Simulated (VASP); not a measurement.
## Zn3Sb4O6F6: single point with PBE

Zn3Sb4O6F6:

```
CELL_PARAMETERS angstrom
-4.15525 4.15525 4.15525
4.15525 -4.15525 4.15525
4.15525 4.15525 -4.15525
ATOMIC_POSITIONS crystal
Zn 0.00000 0.50000 0.50000
Zn 0.50000 0.00000 0.50000
Zn 0.50000 0.50000 0.00000
Sb 0.31893 0.00000 0.00000
Sb 0.00000 0.00000 0.31893
Sb 0.00000 0.31893 0.00000
Sb 0.68107 0.68107 0.68107
O 0.00000 0.74958 0.74958
O 0.25042 0.00000 0.25042
O 0.00000 0.25042 0.25042
O 0.74958 0.00000 0.74958
O 0.25042 0.25042 0.00000
O 0.74958 0.74958 0.00000
F 0.25000 0.75000 0.50000
F 0.75000 0.25000 0.50000
F 0.50000 0.25000 0.75000
F 0.50000 0.75000 0.25000
F 0.75000 0.50000 0.25000
F 0.25000 0.50000 0.75000
```

```yaml
Program: VASP 6.6.1
Task: single point
Functional: PBE
Potentials_or_basis: VASP PAW PBE potentials, release 64 (Zn, Sb, O, F)
Cutoff: 520 eV
k_mesh: 6 × 6 × 6
Occupations: fermi-dirac, width 0.02 eV
Spin: no spin polarisation
```

| Quantity | Value |
| --- | --- |
| Pressure | 0.1 GPa |
| Largest force | 0.062 eV/Å |
| Band gap on the k mesh | 3.08 eV |

Forces on the atoms (eV/Å):
```
Zn   0.000  0.000  0.000
Zn   0.000  0.000  0.000
Zn   0.000  0.000  0.000
Sb  -0.026  0.026  0.026
Sb   0.026  0.026 -0.026
Sb   0.026 -0.026  0.026
Sb  -0.026 -0.026 -0.026
O    0.062  0.000  0.000
O    0.000 -0.062  0.000
O   -0.062  0.000  0.000
O    0.000  0.062  0.000
O    0.000  0.000 -0.062
O    0.000  0.000  0.062
F    0.000  0.000  0.000
F    0.000  0.000  0.000
F    0.000  0.000  0.000
F    0.000  0.000  0.000
F    0.000  0.000  0.000
F    0.000  0.000  0.000
```

Levels at points of the mesh, in eV from the valence-band top:
| k point | band 63 | band 64 | band 65 | band 66 | band 67 | band 68 | band 69 | band 70 | band 71 | band 72 |
| --- | --- | --- | --- | --- | --- | --- | --- | --- | --- | --- |
| (0.00, 0.00, 0.00) | -0.41 | -0.41 | -0.04 | 0.00 | 0.00 | 4.24 | 4.24 | 4.73 | 4.88 | 4.88 |
| (0.50, 0.00, 0.00) | -0.62 | -0.60 | -0.46 | -0.34 | -0.22 | 3.89 | 4.17 | 4.52 | 4.80 | 4.81 |
| (0.50, 0.50, 0.50) | -0.29 | -0.29 | -0.29 | 0.00 | 0.00 | 3.08 | 3.08 | 5.12 | 5.28 | 5.28 |

Run time: 19 min on 1 thread of Intel Xeon 8259CL, with other jobs on the host, peak memory 0.55 GiB.

Caveat: spin-orbit coupling is left out, which moves the levels of the heavy elements. A k mesh can miss the band edges.
